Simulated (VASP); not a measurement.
Set up this calculation in VASP 6.6.1, as the native input.

```
Task                               : single point
Functional                         : r2SCAN-based global hybrid with 35 % exact exchange
Potentials or basis                : VASP PAW PBE potentials, release 64 (Mn_pv, O)
Cutoff                             : 520 eV
k mesh                             : 6 × 6 × 6
Occupations                        : fermi-dirac, width 0.05 eV
Spin                               : collinear spin, ferromagnetic start
Starting moments                   : [4.0, 0.0] μB
Dipole correction                  : no
Grid for exact exchange (PRECFOCK) : Normal
Share of exact exchange            : 0.35
Further INCAR settings             : ALGO = Normal; EDIFF = 1e-07; NBANDS = 20
```

Crystal: MnO.

```
Mn O
1.0
     0.00000    2.22391    2.22391
     2.22391    0.00000    2.22391
     2.22391    2.22391    0.00000
Mn O
1 1
Direct
  0.00000 0.00000 0.00000
  0.50000 0.50000 0.50000
```

The input as run:

POSCAR

```
MnO
1.0
    0.0000000000      2.2239077028      2.2239077028
    2.2239077028      0.0000000000      2.2239077028
    2.2239077028      2.2239077028      0.0000000000
Mn O
1 1
Direct
    0.0000000000      0.0000000000      0.0000000000
    0.5000000000      0.5000000000      0.5000000000
```

INCAR.step1

```
SYSTEM = MnO
  ALGO = Normal
  EDIFF = 1E-5
  ENCUT = 520
  GGA = PE
  ISIF = 2
  ISMEAR = -1
  ISPIN = 2
  KPAR = 4
  LASPH = .TRUE.
  LCHARG = .FALSE.
  LMAXMIX = 4
  LORBIT = 11
  LREAL = .FALSE.
  LWAVE = .TRUE.
  MAGMOM = 4 0
  NBANDS = 20
  NELM = 150
  PREC = Accurate
  SIGMA = 0.05
```

INCAR.step2

```
SYSTEM = MnO
  AEXX = 0.35
  ALGO = Normal
  EDIFF = 1E-7
  ENCUT = 520
  ISIF = 2
  ISMEAR = -1
  ISPIN = 2
  ISTART = 1
  KPAR = 4
  LASPH = .TRUE.
  LCHARG = .FALSE.
  LHFCALC = .TRUE.
  LMAXMIX = 4
  LMIXTAU = .TRUE.
  LORBIT = 11
  LREAL = .FALSE.
  LWAVE = .FALSE.
  MAGMOM = 4 0
  METAGGA = R2SCAN
  NBANDS = 20
  NELM = 150
  PREC = Accurate
  PRECFOCK = Normal
  SIGMA = 0.05
```

KPOINTS

```
k-points
0
G
  6 6 6
  0 0 0
```

Potentials or basis: VASP PAW PBE potentials, release 64 (Mn_pv, O).

The run is started by

```sh
$ cat potpaw_PBE.64/Mn_pv/POTCAR potpaw_PBE.64/O/POTCAR > POTCAR
$ cp INCAR.step1 INCAR
$ mpirun -np 4 vasp_std > vasp.out
$ cp INCAR.step2 INCAR
$ mpirun -np 4 vasp_std > vasp.out
```

Results of the run:

- Pressure: -1.6 GPa
- Band gap on the k mesh: 3.54 eV (least direct gap 6.01 eV)
- Net moment: 5.00 μB per cell
- Site moments: Mn +4.62; O +0.20 μB
- Valence electrons inside the program's atomic spheres: Mn 11.31; O 5.08

Caveat: the PAW data sets were made with another functional, which shifts forces and pressure a little; a cell with one magnetic atom can't hold antiferromagnetic order, which such compounds often take.

It took 37 min on 4 MPI ranks on Intel(R) Xeon(R) Platinum 8259CL CPU @ 2.50GHz (Skylake/Cascade Lake), with other jobs on the host, peak memory 0.16 GiB a rank.
